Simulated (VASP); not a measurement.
Crystal: Mg.

```
Mg
1.0
     3.07461    0.00000    0.00000
    -1.53730    2.66269    0.00000
     0.00000    0.00000    3.16050
Mg
1
Direct
  0.00000 0.00000 0.50000
```

```yaml
Program: VASP 6.6.1
Task: relaxation of cell and atoms
Functional: PBE
Potentials_or_basis: VASP PAW PBE potentials, release 64 (Mg)
Cutoff: 600 eV
k_mesh: 24 × 24 × 18
Occupations: gaussian, width 0.1 eV
Spin: no spin polarisation
```

At the start: pressure -0.1 GPa; volume 25.87 Å³/atom.

Task: How do energy, volume and symmetry change on relaxing?

Result: Over 5 steps the energy falls by 3.0 meV/atom and the volume is 25.56 Å³/atom (-1.2 %); space group P6/mmm (No. 191, to 0.05 Å).

Step by step:
```tsv
step	energy change (eV)	largest force (eV/Å)	pressure (GPa)	volume (Å³)
1	0.0000	0.0000	-0.14	25.87
2	-0.0021	0.0000	-0.17	25.79
3	-0.0029	0.0000	-0.18	25.71
4	-0.0029	0.0000	-0.18	25.69
5	-0.0030	0.0000	-0.04	25.56
```

Final structure:
```
Mg
1.0
     3.09270    0.00000    0.00000
    -1.54635    2.67836    0.00000
     0.00000    0.00000    3.08589
Mg
1
Direct
  0.00000 0.00000 0.50000
```
